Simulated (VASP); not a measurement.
# ZnCd3Se3S (P1) in VASP: relaxation of cell and atoms with PBE

Aim: the relaxation of cell and atoms of ZnCd3Se3S with PBE.

All numbers are computed with VASP 6.6.1; they aren't measurements. Logs are shortened: lines on timing, memory, paths and dates and some standing lists are left out, and cuts for length are marked.

## (1) The cell of the first run

The typed cell holds 8 atoms: a = 4.177 Å, b = 4.176 Å, c = 12.177 Å, α = 89.60°, β = 89.15°, γ = 90.60°.

## (2) Relaxation of cell and atoms, PBE

File INCAR:

```
PREC = Accurate ; ENCUT = 600
EDIFF = 1E-6 ; ISMEAR = 0
SIGMA = 0.1 ; LREAL = False
LASPH = True ; NELM = 60
ALGO = Normal ; ISIF = 3
LWAVE = False ; LCHARG = False
GGA = PE ; IBRION = 2
NSW = 80 ; EDIFFG = -0.025
```

File KPOINTS:

```
regular mesh
0
Gamma
  4 4 1
```

File POSCAR:

```
ZnCd3Se3S
1.0
    4.1766739175     -0.0217393757      0.0312826557
   -0.0218741239      4.1761477055      0.0148447142
    0.0897253939      0.0423155509     12.1768959289
Zn Cd Se S
1 3 3 1
Direct
    0.0125869206      0.0079624934      1.0045564788
   -0.0315126834     -0.0418364385      0.5056095553
    0.4939008199      0.5282594295      0.2395093260
    0.4329509622      0.5396034460      0.7666534931
    0.0328623049      0.4828435292      0.6331806457
    0.5610532548     -0.0058520273      0.3729251531
   -0.0145359648      0.4832369604      0.0965597099
    0.5126943858      0.0057826073      0.8810056380
```

Potentials or basis: VASP PAW PBE potentials, release 64 (Zn, Cd, Se, S).

On the command line:

```bash
cat potpaw_PBE.64/Zn/POTCAR potpaw_PBE.64/Cd/POTCAR potpaw_PBE.64/Se/POTCAR potpaw_PBE.64/S/POTCAR > POTCAR
mpirun -np 1 vasp_std > vasp.out
```

OUTCAR:

```text
PREC = Accurate
   ENCUT = 600
   EDIFF = 1E-6
   ISMEAR = 0
   LREAL = False
   LASPH = True
   NELM = 60
   ISIF = 3
   GGA = PE
   IBRION = 2
   NSW = 80
   EDIFFG = -0.025

 ion  position               nearest neighbor table
   1  0.013  0.008  0.005-   7 2.29   7 2.45   8 2.56   8 2.59
   2  0.968  0.958  0.506-   6 2.37   5 2.53   5 2.71   6 2.94
   3  0.494  0.528  0.240-   6 2.56   7 2.68   6 2.77   7 2.77
   4  0.433  0.540  0.767-   5 2.36   8 2.42   8 2.65   5 2.98
   5  0.033  0.483  0.633-   4 2.36   2 2.53   2 2.71   4 2.98
   6  0.561  0.994  0.373-   2 2.37   3 2.56   3 2.77   2 2.94
   7  0.985  0.483  0.097-   1 2.29   1 2.45   3 2.68   3 2.77
   8  0.513  0.006  0.881-   4 2.42   1 2.56   1 2.59   4 2.65

  LATTYP: Found a triclinic cell.
 ALAT       =     4.1768476412
 B/A-ratio  =     3.5598837511
 C/A-ratio  =     0.9998524567
 COS(alpha) =     0.0001264353
 COS(beta)  =     0.0104155548
 COS(gamma) =     0.5739688738

  Lattice vectors:

 A1 = (   4.1766739175,  -0.0217393757,   0.0312826557)
 A2 = (   8.4430732289,  -0.0011632005,  12.2394612403)
 A3 = (   0.0218741239,  -4.1761477055,  -0.0148447142)

Analysis of symmetry for initial positions (statically):
=====================================================================
 Subroutine PRICEL returns:
 Original cell was already a primitive cell.

 Routine SETGRP: Setting up the symmetry group for a
 triclinic supercell.

 Subroutine GETGRP returns: Found  1 space group operations
 (whereof  1 operations were pure point group operations)
 out of a pool of  2 trial point group operations.

The static configuration has the point symmetry C_1 .

Analysis of symmetry for dynamics (positions and initial velocities):
=====================================================================
 Subroutine PRICEL returns:
 Original cell was already a primitive cell.

 Routine SETGRP: Setting up the symmetry group for a
 triclinic supercell.

 Subroutine GETGRP returns: Found  1 space group operations
 (whereof  1 operations were pure point group operations)
 out of a pool of  2 trial point group operations.

The dynamic configuration has the point symmetry C_1 .

 Subroutine INISYM returns: Found  1 space group operations
 (whereof  1 operations are pure point group operations),
 and found     1 'primitive' translations

----------------------------------------------------------------------------------------

                                     Primitive cell

  volume of cell :     212.3742

  direct lattice vectors                    reciprocal lattice vectors
     4.176673917 -0.021739376  0.031282656     0.239444772  0.001260468 -0.001768728
    -0.021874124  4.176147706  0.014844714     0.001252703  0.239464684 -0.000841387
     0.089725394  0.042315551 12.176895929    -0.000616665 -0.000295167  0.082128305

  length of vectors
     4.176847641  4.176231375 12.177300017     0.239454622  0.239469439  0.082131150

  position of ions in fractional coordinates (direct lattice)
     0.012586921  0.007962493  0.004556479
     0.968487317  0.958163562  0.505609555
     0.493900820  0.528259429  0.239509326
     0.432950962  0.539603446  0.766653493
     0.032862305  0.482843529  0.633180646
     0.561053255  0.994147973  0.372925153
     0.985464035  0.483236960  0.096559710
     0.512694386  0.005782607  0.881005638

  ion indices of the primitive-cell ions
   primitive index   ion index
                 1           1
                 2           2
                 3           3
                 4           4
                 5           5
                 6           6
                 7           7
                 8           8

----------------------------------------------------------------------------------------

 KPOINTS: regular mesh

Automatic generation of k-mesh.
 Grid dimensions read from file:
 generate k-points for:    4    4    1

 Generating k-lattice:

  Cartesian coordinates                     Fractional coordinates (reciprocal lattice)
     0.059861193  0.000315117 -0.000442182     0.250000000 -0.000000000  0.000000000
     0.000313176  0.059866171 -0.000210347    -0.000000000  0.250000000  0.000000000
    -0.000616665 -0.000295167  0.082128305     0.000000000  0.000000000  1.000000000

  Length of vectors
     0.059863655  0.059867360  0.082131150

  Shift w.r.t. Gamma in fractional coordinates (k-lattice)
     0.000000000  0.000000000  0.000000000

 Subroutine IBZKPT returns following result:
 ===========================================

 Found     10 irreducible k-points:

 Following reciprocal coordinates:
            Coordinates               Weight
  0.000000  0.000000  0.000000      1.000000
  0.250000 -0.000000  0.000000      2.000000
  0.500000 -0.000000  0.000000      1.000000
  0.000000  0.250000 -0.000000      2.000000
  0.250000  0.250000  0.000000      2.000000
  0.500000  0.250000 -0.000000      2.000000
 -0.250000  0.250000 -0.000000      2.000000
  0.000000  0.500000 -0.000000      1.000000
  0.250000  0.500000  0.000000      2.000000
  0.500000  0.500000  0.000000      1.000000
   k-points           NKPTS =     10   k-points in BZ     NKDIM =     10   number of bands    NBANDS=     43
   number of dos      NEDOS =    301   number of ions     NIONS =      8
   total plane-waves  NPLWV = 127008
   dimension x,y,z NGX =    36 NGY =   36 NGZ =   98
   dimension x,y,z NGXF=    72 NGYF=   72 NGZF=  196
   ions per type =               1   3   3   1
   NGX,Y,Z   is equivalent  to a cutoff of  14.33, 14.33, 13.38 a.u.
   NGXF,Y,Z  is equivalent  to a cutoff of  28.66, 28.66, 26.76 a.u.
 SYSTEM =  unknown system
   PREC   = accura    normal or accurate (medium, high low for compatibility)
   ISTART =      0    job   : 0-new  1-cont  2-samecut
   ICHARG =      2    charge: 1-file 2-atom 10-const
   ISPIN  =      1    spin polarized calculation?
   LNONCOLLINEAR =      F non collinear calculations
   LSORBIT =      F    spin-orbit coupling
   LASPH  =      T    aspherical Exc in radial PAW
   ENCUT  =  600.0 eV  44.10 Ry    6.64 a.u.   8.34  8.34 24.32*2*pi/ulx,y,z
   NELM   =     60;   NELMIN=  2; NELMDL= -5     # of ELM steps
   EDIFF  = 0.1E-05   stopping-criterion for ELM
   LREAL  =      F    real-space projection
   EDIFFG = -.3E-01   stopping-criterion for IOM
   NSW    =     80    number of steps for IOM
   IBRION =      2    ionic relax: 0-MD 1-quasi-New 2-CG
   NFREE  =      1    steps in history (QN), initial steepest desc. (CG)
   ISIF   =      3    stress and relaxation
   ISYM   =      2    0-nonsym 1-usesym 2-fastsym
   POTIM  = 0.5000    time-step for ionic-motion
   TEBEG  =    0.0;   TEEND  =   0.0 temperature during run
   PSTRESS=    0.0 pullay stress
   NELECT =      72.0000    total number of electrons
   NUPDOWN=      -1.0000    fix difference up-down
   EMIN   =  10.00;   EMAX   =-10.00  energy-range for DOS
   EFERMI =   0.00;   METHOD = LEGACY
   ISMEAR =     0;   SIGMA  =   0.10  broadening in eV -4-tet -1-fermi 0-gaus
   EFERMI_NEDOS =   21; number of points for ismear=-14 and -15
   IALGO  =     38    algorithm
   IMIX   =      4    mixing-type and parameters
     AMIX     =   0.40;   BMIX     =  1.00
     AMIX_MAG =   1.60;   BMIX_MAG =  1.00
  volume/ion in A,a.u.               =      26.55       179.15
  Fermi-wavevector in a.u.,A,eV,Ry     =   1.141524  2.157168 17.729443  1.303077
  Thomas-Fermi vector in A             =   2.278224
   LORBIT       =      0    0 simple, 1 ext, 2 COOP (PROOUT), +10 PAW based schemes
   GGA     = PE    functional components
   LHFCALC =     F    Hartree Fock is set to
   AEXX    =    0.0000 exact exchange contribution
   IVDW    =     0    specifies the selected vdW correction
   LEPSILON=     F    determine dielectric tensor
   LRPA    =     F    only Hartree local field effects (RPA)
 conjugate gradient relaxation of ions
 non-spin polarized calculation
 Gauss-broadening in eV      SIGMA  =   0.10
  energy-cutoff  :      600.00
  volume of cell :      212.37
 maximum number of plane-waves:      7119
 NGX is ok and might be reduce to    36
   NGX = 17   NGY = 17   NGZ = 49

--------------------------------------- Ionic step        1  -------------------------------------------

 number of electron      72.0000010 magnetization

 Free energy of the ion-electron system (eV)
  ---------------------------------------------------
  ext. energy  EPLUGINS =         0.00000000
  ---------------------------------------------------
  free energy    TOTEN  =       -21.86284958 eV

  energy without entropy =      -21.86284956  energy(sigma->0) =      -21.86284957

------------------------ aborting loop because EDIFF is reached ----------------------------------------

  FORCE on cell =-STRESS in cart. coord.  units (eV):
  Direction    XX          YY          ZZ          XY          YZ          ZX
  --------------------------------------------------------------------------------------
  -------------------------------------------------------------------------------------
  Total        3.5966999      4.9474782      5.3965512      0.2676334      1.5896025      4.9458889
  in kB       27.1339530     37.3243926     40.7122552      2.0190599     11.9921596     37.3124025
  external PRESSURE =      35.0568669 kB  Pullay stress =       0.0000000 kB
[... 107 lines left out ...]
  FREE ENERGIE OF THE ION-ELECTRON SYSTEM (eV)
  ---------------------------------------------------
  free  energy   TOTEN  =       -22.6103172646 eV

  energy  without entropy=      -22.6101743693  energy(sigma->0) =      -22.61024582

[... ionic steps 4 to 19 ...]

--------------------------------------- Ionic step       20  -------------------------------------------

 number of electron      72.0000006 magnetization

------------------------ aborting loop because EDIFF is reached ----------------------------------------

  FORCE on cell =-STRESS in cart. coord.  units (eV):
  Direction    XX          YY          ZZ          XY          YZ          ZX
  --------------------------------------------------------------------------------------
  -------------------------------------------------------------------------------------
  Total       -0.0861183     -0.0404563     -0.0148176     -0.0029682     -0.0049541     -0.0009343
  in kB       -0.6326624     -0.2972094     -0.1088568     -0.0218059     -0.0363946     -0.0068638
  external PRESSURE =      -0.3462429 kB  Pullay stress =       0.0000000 kB
[... 69 lines left out ...]
  energy  without entropy=      -23.0113709725  energy(sigma->0) =      -23.01137112

--------------------------------------- Ionic step       22  -------------------------------------------

 number of electron      72.0000008 magnetization

 Free energy of the ion-electron system (eV)
  ---------------------------------------------------
  ext. energy  EPLUGINS =         0.00000000
  ---------------------------------------------------
  free energy    TOTEN  =       -23.01176110 eV

  energy without entropy =      -23.01176081  energy(sigma->0) =      -23.01176096

 E-fermi :   1.2059     XC(G=0):  -8.8331

 val. band max:        0.8877357796   @ k =   0.0000   0.0000   0.0000
 cond. band min:       1.5238845337   @ k =   0.0000   0.0000   0.0000
 fundamental gap:      0.6361487541
 Fermi energy:         1.2058672460

 k-point     1 :       0.0000    0.0000    0.0000
  band No.  band energies     occupation
      1     -11.6669      2.00000
      2     -11.3404      2.00000
      3     -11.2400      2.00000
      4     -10.9892      2.00000
      5      -6.9112      2.00000
      6      -6.9037      2.00000
[... 484 lines left out ...]
  FREE ENERGIE OF THE ION-ELECTRON SYSTEM (eV)
  ---------------------------------------------------
  free  energy   TOTEN  =       -23.0117611004 eV

  energy  without entropy=      -23.0117608143  energy(sigma->0) =      -23.01176096

 reached required accuracy - stopping structural energy minimisation
```

Wall time 50 min (1 thread of Intel Xeon 8259CL, shared host); peak memory 0.46 GiB.

What came out:

```yaml
Free_energy: -23.0118 eV
Relaxed_volume: 27.22 Å³/atom
Relaxed_cell: a = 4.241 Å, b = 4.269 Å, c = 12.031 Å, α = 90.04°, β = 89.98°, γ = 89.99°
Space_group_after_relaxing_to_0.1_Å: Pm (No. 6)
Energy_gained_by_relaxing: 143.6 meV/atom
Ionic_steps: 22
Pressure_after_relaxing: 0.0 GPa
Largest_force_after_relaxing: 0.025 eV/Å
Band_gap_on_the_k_mesh: 0.64 eV
```

Forces in eV/Å, atoms in the order of the input:
```
Zn   0.012 -0.019  0.001
Cd  -0.010  0.019 -0.013
Cd  -0.016 -0.006  0.007
Cd   0.001  0.007  0.001
Se   0.001  0.005 -0.003
Se  -0.001 -0.001  0.013
Se   0.013 -0.007  0.010
S   -0.001  0.002 -0.016
```

The path:
```csv
step,energy change (eV),largest force (eV/Å),pressure (GPa),volume (Å³)
1,0.0000,2.5760,3.51,212.37
2,-0.7250,0.8406,-2.19,230.51
3,-0.7475,0.7936,-1.54,226.98
4,-0.9477,0.5243,-0.59,220.63
5,-1.0158,0.3675,0.77,214.34
6,-1.0826,0.2733,0.31,216.14
7,-1.0928,0.3364,0.09,217.23
8,-1.1166,0.2515,-0.12,218.14
9,-1.1209,0.2294,-0.23,218.73
10,-1.1320,0.1115,0.08,217.35
11,-1.1327,0.1122,0.20,216.91
12,-1.1362,0.0851,-0.10,218.15
13,-1.1364,0.0900,-0.15,218.42
14,-1.1397,0.0746,-0.04,218.00
15,-1.1407,0.0825,0.06,217.59
16,-1.1436,0.0775,0.01,217.79
17,-1.1455,0.0966,-0.05,218.13
18,-1.1478,0.0385,0.04,217.78
19,-1.1478,0.0399,0.04,217.76
20,-1.1485,0.0308,-0.03,218.09
21,-1.1485,0.0311,-0.04,218.09
22,-1.1489,0.0249,0.03,217.79
```

Final structure:
```cif
data_structure
_symmetry_space_group_name_H-M 'P 1'
_symmetry_Int_Tables_number 1
_cell_length_a 4.2410
_cell_length_b 4.2685
_cell_length_c 12.0306
_cell_angle_alpha 90.044
_cell_angle_beta 89.981
_cell_angle_gamma 89.994
_cell_volume 217.79
loop_
_atom_site_label
_atom_site_type_symbol
_atom_site_fract_x
_atom_site_fract_y
_atom_site_fract_z
_atom_site_occupancy
Zn1 Zn 0.99740 0.00447 0.99103 1
Cd1 Cd 0.00287 0.99314 0.50372 1
Cd2 Cd 0.50088 0.50199 0.23546 1
Cd3 Cd 0.49898 0.49988 0.77122 1
Se1 Se 0.99938 0.49490 0.63681 1
Se2 Se 0.50224 0.00142 0.36874 1
Se3 Se 0.99992 0.50372 0.10062 1
S1 S 0.49833 0.00047 0.89241 1
```

Caveat: the k points lie up to 0.52 Å⁻¹ apart in the final cell.
